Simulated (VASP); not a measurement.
Set up this calculation in VASP 6.6.1, as the native input.

```
Task                   : relaxation of cell and atoms
Functional             : PBE
Potentials or basis    : VASP PAW PBE potentials, release 64 (Mg, O)
Cutoff                 : 600 eV
k mesh                 : 10 × 10 × 10
Occupations            : gaussian, width 0.01 eV
Spin                   : no spin polarisation
Target pressure        : 9 GPa
Dipole correction      : no
Further INCAR settings : ALGO = Normal; EDIFF = 1e-07; IBRION = 2; EDIFFG = -0.001; NSW = 80; ISIF = 3
```

The structure of MgO lies in POSCAR:

```
MgO
1.0
    0.0000000000      2.1269229054      2.1269229054
    2.1269229054      0.0000000000      2.1269229054
    2.1269229054      2.1269229054      0.0000000000
Mg O
1 1
Direct
    0.0000000000      0.0000000000      0.0000000000
    0.5000000000      0.5000000000      0.5000000000
```

These files were run (other wordings do the same):

INCAR

```
PREC = Accurate
ENCUT = 600
EDIFF = 1E-7
ISMEAR = 0
SIGMA = 0.01
LREAL = False
LASPH = True
NELM = 120
ALGO = Normal
ISIF = 3
LWAVE = False
LCHARG = False
GGA = PE
IBRION = 2
NSW = 80
EDIFFG = -0.001
PSTRESS = 90.0
GGA_COMPAT = False
NELMIN = 4
```

KPOINTS

```
Automatic mesh
0
Gamma
  10 10 10
```

Potentials or basis: VASP PAW PBE potentials, release 64 (Mg, O).

Command:

```console
$ cat potpaw_PBE.64/Mg/POTCAR potpaw_PBE.64/O/POTCAR > POTCAR
$ mpirun -np 1 vasp_std > vasp.out
```

Results of the run:

* Relaxed volume: 9.07 Å³/atom
* Relaxed cell: a = 2.949 Å, b = 2.949 Å, c = 2.949 Å, α = 60.00°, β = 60.00°, γ = 60.00°
* Space group after relaxing (to 0.05 Å): Fm-3m (No. 225)
* Energy change on relaxing (the enthalpy is what falls): +13.0 meV/atom
* Ionic steps: 3
* Pressure after relaxing: 9.0 GPa
* Band gap on the k mesh: 5.03 eV, direct

Caveat: the cell is relaxed towards a set pressure, so the enthalpy falls and the energy may rise.

Wall time 6.6 s on 1 thread of Intel(R) Xeon(R) 6975P-C (Granite Rapids), on a shared host, peak memory 0.15 GiB.
